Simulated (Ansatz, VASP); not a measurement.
Ti6H: VASP beside Ansatz

INCAR

```
PREC = Accurate
ENCUT = 520
EDIFF = 1E-6
ISMEAR = 0
SIGMA = 0.1
LREAL = F
LASPH = T
NELM = 100
ALGO = Normal
ISIF = 2
LWAVE = F
LCHARG = F
LDIPOL = T
IDIPOL = 3
DIPOL = 0.5 0.5 0.319
GGA = PE
NBANDS = 86
```

Contents of KPOINTS:

```
regular mesh
0
Gamma
  5 6 1
```

File POSCAR:

```
Ti6H
1.0
    5.6639455763      0.0000000000      0.0000000000
    0.0000000000      4.5793473381      0.0000000000
    0.0000000000      0.0000000000     24.5506933039
Ti H
12 2
Direct
    0.2500000000      0.0000000000      0.1629281891
    0.7500000000      0.0000000000      0.1629281891
    0.0000000000      0.5000000000      0.2167736627
    0.5000000000      0.5000000000      0.2167736627
    0.2500000000      0.0000000000      0.2706191363
    0.7500000000      0.0000000000      0.2706191363
    0.2500000000      0.5000000000      0.3256599435
    0.7500000000      0.5000000000      0.3256599435
    0.0000000000      0.0000000000      0.3779650127
    0.5000000000      0.0000000000      0.3779650127
    0.2500000000      0.5000000000      0.4297513383
    0.7500000000      0.5000000000      0.4297513383
   -0.2339358636      0.0000000000      0.4480807596
    0.2339358636      0.0000000000      0.4480807596
```

Input for Ansatz:

```yaml
crystal:
  lattice:
    - [5.6639455763, 0.0, 0.0]
    - [0.0, 4.5793473381, 0.0]
    - [0.0, 0.0, 24.5506933039]
  atoms:
    - { symbol: Ti, position: [0.25, 0.0, 0.1629281891] }
    - { symbol: Ti, position: [0.75, 0.0, 0.1629281891] }
    - { symbol: Ti, position: [0.0, 0.5, 0.2167736627] }
    - { symbol: Ti, position: [0.5, 0.5, 0.2167736627] }
    - { symbol: Ti, position: [0.25, 0.0, 0.2706191363] }
    - { symbol: Ti, position: [0.75, 0.0, 0.2706191363] }
    - { symbol: Ti, position: [0.25, 0.5, 0.3256599435] }
    - { symbol: Ti, position: [0.75, 0.5, 0.3256599435] }
    - { symbol: Ti, position: [0.0, 0.0, 0.3779650127] }
    - { symbol: Ti, position: [0.5, 0.0, 0.3779650127] }
    - { symbol: Ti, position: [0.25, 0.5, 0.4297513383] }
    - { symbol: Ti, position: [0.75, 0.5, 0.4297513383] }
    - { symbol: H, position: [-0.2339358636, 0.0, 0.4480807596] }
    - { symbol: H, position: [0.2339358636, 0.0, 0.4480807596] }
basis:
  ecutwfc: 420
kpoints:
  mp_grid: { grid: [5, 6, 1] }
hamiltonian:
  xc: pbe
  pseudopotentials: { kind: paw, azcp: { folder: soft_1 } }
scf:
  occupations: { method: gaussian, width: 0.1 }
output:
  forces: true
  eigenvalues: true
efield:
  axis: 3
  dipole_correction: true
  ramp_width: 0.04
```

Alike in both runs: task single point; functional PBE; k mesh 5 × 6 × 1; occupations gaussian, width 0.1 eV; no spin polarisation.

|  | VASP | Ansatz |
| --- | --- | --- |
| version | VASP 6.6.1 | Ansatz 0.2.0 |
| potentials or method | VASP PAW PBE potentials, release 64 (Ti_sv, H), cutoff 520 eV | scalar-relativistic, plane waves, PAW |
| valence electrons in the cell | 146 | 146 |

```csv
,VASP,Ansatz,Ansatz less VASP
gap on the k mesh at the Fermi level (eV),none,none,-
rms of the force components (eV/Å),0.342,0.343,+0.0007
```

Atom by atom the forces differ by 0.004 eV/Å (rms over components). A gap of «none» marks a metal or a gap that the smearing closes.
